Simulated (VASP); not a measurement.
Wanted: the native input for a VASP 6.6.1 run.

```
Task                   : relaxation of cell and atoms
Functional             : PBE
Potentials or basis    : VASP PAW PBE potentials, release 64 (Ni, Al)
Cutoff                 : 600 eV
k mesh                 : 11 × 11 × 7
Occupations            : fermi-dirac, width 0.08 eV
Spin                   : no spin polarisation
Target pressure        : 46 GPa
Dipole correction      : no
Further INCAR settings : ALGO = Normal; EDIFF = 1e-07; IBRION = 2; EDIFFG = -0.005; NSW = 60; ISIF = 3
```

The structure of AlNi (NiAs type) lies in POSCAR:

```
AlNi
1.0
    3.2181916330      0.0000000000      0.0000000000
   -1.6090958165      2.7870357085      0.0000000000
    0.0000000000      0.0000000000      4.9881970312
Ni Al
2 2
Direct
    0.0000000000      0.0000000000      0.0000000000
    0.0000000000      0.0000000000      0.5000000000
    0.3333333333      0.6666666667      0.2500000000
    0.6666666667      0.3333333333      0.7500000000
```

One way to write it, as run:

INCAR

```
SYSTEM = AlNi
ALGO     = Normal         ! electronic algorithm
EDIFF    = 1E-7           ! SCF threshold, eV
EDIFFG   = -0.005         ! ionic threshold
ENCUT    = 600            ! plane-wave cutoff, eV
GGA      = PE             ! functional
IBRION   = 2              ! ionic algorithm
ISIF     = 3              ! what is computed and relaxed
ISMEAR   = -1             ! smearing method
LASPH    = .TRUE.         ! aspherical terms in the spheres
LCHARG   = .FALSE.        ! write CHGCAR
LREAL    = .FALSE.        ! projectors in reciprocal space
LWAVE    = .FALSE.        ! write WAVECAR
NELM     = 80             ! most SCF steps
NSW      = 60             ! ionic steps
PREC     = Accurate       ! precision mode
PSTRESS  = 460.0        
SIGMA    = 0.08           ! smearing width, eV
```

KPOINTS

```
k-points
0
G
  11 11 7
  0 0 0
```

Potentials or basis: VASP PAW PBE potentials, release 64 (Ni, Al).

Launch:

```sh
$ cat potpaw_PBE.64/Ni/POTCAR potpaw_PBE.64/Al/POTCAR > POTCAR
$ mpirun -np 1 vasp_std > vasp.out
```

It gave:

```json
{
 "Relaxed volume": "11.19 Å³/atom",
 "Relaxed cell": "a = 3.255 Å, b = 3.255 Å, c = 4.879 Å, α = 90.00°, β = 90.00°, γ = 120.00°",
 "Space group after relaxing (to 0.1 Å)": "P6_3/mmc (No. 194)",
 "Energy change on relaxing (the run minimises the enthalpy)": "-3.7 meV/atom",
 "Ionic steps": "9",
 "Pressure after relaxing": "46.0 GPa",
 "Band gap on the k mesh": "zero (bands 13 and 14 overlap by 4.87 eV)"
}
```

Caveat: the cell is relaxed towards a set pressure, so the run minimises the enthalpy, not the energy.

Run time: 8.1 min on 1 thread of Intel Xeon 8259CL, on a shared host, peak memory 0.23 GiB.
